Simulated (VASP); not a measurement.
Crystal: Cu.

```xyz
1
Lattice="0.0000 1.8075 1.8075 1.8075 0.0000 1.8075 1.8075 1.8075 0.0000" Properties=species:S:1:pos:R:3 pbc="T T T"
Cu    0.0000    0.0000    0.0000
```

Base run:

| Quantity | Value |
| --- | --- |
| Program | VASP 6.6.1 |
| Functional | r2SCAN |
| Potentials or basis | VASP PAW PBE potentials, release 64 (Cu) |
| Cutoff | 520 eV |
| k mesh | 19 × 19 × 19 |
| Occupations | fermi-dirac, width 0.08 eV |
| Spin | no spin polarisation |

Its results: pressure -4.2 GPa.

The run is repeated on the same cell with these changes: functional from r2SCAN to PBE. What comes out?

Pressure 2.2 GPa.

Caveats: the PAW data sets were made with another functional, which shifts forces and pressure a little (some runs).
